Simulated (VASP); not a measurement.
**SnO: single point with PBE exchange alone**

Crystal: SnO.

```
CELL_PARAMETERS angstrom
3.81370 0.00000 0.00000
0.00000 3.81370 0.00000
0.00000 0.00000 4.88691
ATOMIC_POSITIONS crystal
Sn 0.50000 0.00000 0.76463
Sn 0.00000 0.50000 0.23537
O 0.00000 0.00000 0.00000
O 0.50000 0.50000 0.00000
```

| Item | Value |
| --- | --- |
| Program | VASP 6.6.1 |
| Task | single point |
| Functional | PBE exchange alone |
| Potentials or basis | VASP PAW PBE potentials, release 64 (Sn_d, O) |
| Cutoff | 520 eV |
| k mesh | 7 × 7 × 6 |
| Occupations | fermi-dirac, width 0.05 eV |
| Spin | no spin polarisation |

```
Pressure               : 16.3 GPa
Largest force          : 1.276 eV/Å
Band gap on the k mesh : 0.54 eV, indirect (least direct gap 2.21 eV)
```

Forces on the atoms (eV/Å):
```
Sn   0.000  0.000 -1.276
Sn   0.000  0.000  1.276
O    0.000  0.000  0.000
O    0.000  0.000  0.000
```

Stress tensor (GPa, compression positive):
```
17.34  0.00  0.00
 0.00 17.34  0.00
 0.00  0.00 14.10
```

Levels at points of the mesh, in eV from the valence-band top:
```csv
k point,band 16,band 17,band 18,band 19,band 20,band 21,band 22,band 23,band 24,band 25
"(0.00, 0.00, 0.00)",-6.12,-3.39,-3.10,-3.10,0.00,2.21,4.40,4.76,4.76,5.72
"(0.00, 0.00, 0.50)",-3.45,-3.18,-3.12,-3.12,-2.16,1.84,3.08,3.08,3.80,8.06
```

Run time: 58 s on 1 thread of Intel Xeon 6975P-C, with other jobs on the host, peak memory 0.21 GiB.

Caveat: spin-orbit coupling is left out, which moves the levels of the heavy elements; forces of over 1 eV/Å act on the atoms, so gaps and moduli don't describe the material at rest. A k mesh can miss the band edges.
